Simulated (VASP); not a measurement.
A run of VASP 6.6.1:

INCAR

```
SYSTEM = In2C
  PREC = Accurate
  ENCUT = 520
  EDIFF = 1E-6
  ISMEAR = 0
  SIGMA = 0.1
  LREAL = .False.
  LASPH = .True.
  NELM = 100
  ALGO = Normal
  ISIF = 2
  LWAVE = .False.
  LCHARG = .False.
  GGA = PE
  NBANDS = 39
```

KPOINTS

```
regular mesh
0
Gamma
  6 6 2
  0 0 0
```

File POSCAR:

```
In2C
1.0
    3.4400404000      0.0000000000      0.0000000000
    0.0000000000      3.4400404000      0.0000000000
    0.0000000000      0.0000000000     11.2260404400
In C
4 2
Direct
    0.0000000000      0.5000000000      0.8765436400
    0.0000000000      0.5000000000      0.3765436400
    0.5000000000      0.0000000000      0.6234563600
    0.5000000000      0.0000000000      0.1234563600
    0.0000000000      0.0000000000      0.5000000000
    0.5000000000      0.5000000000      0.0000000000
```

Potentials or basis: VASP PAW PBE potentials, release 64 (In_d, C).

Launch:

```console
$ cat potpaw_PBE.64/In_d/POTCAR potpaw_PBE.64/C/POTCAR > POTCAR
$ mpirun -np 1 vasp_std > vasp.out
```

Hardware: 1 thread of Intel Xeon 6975P-C, on a shared host.

How long does it take, and how much memory?

Wall time 2.1 min on 1 thread of Intel Xeon 6975P-C, with other jobs on the host, peak memory 0.28 GiB. Counts: scf iterations 16, k points 20.
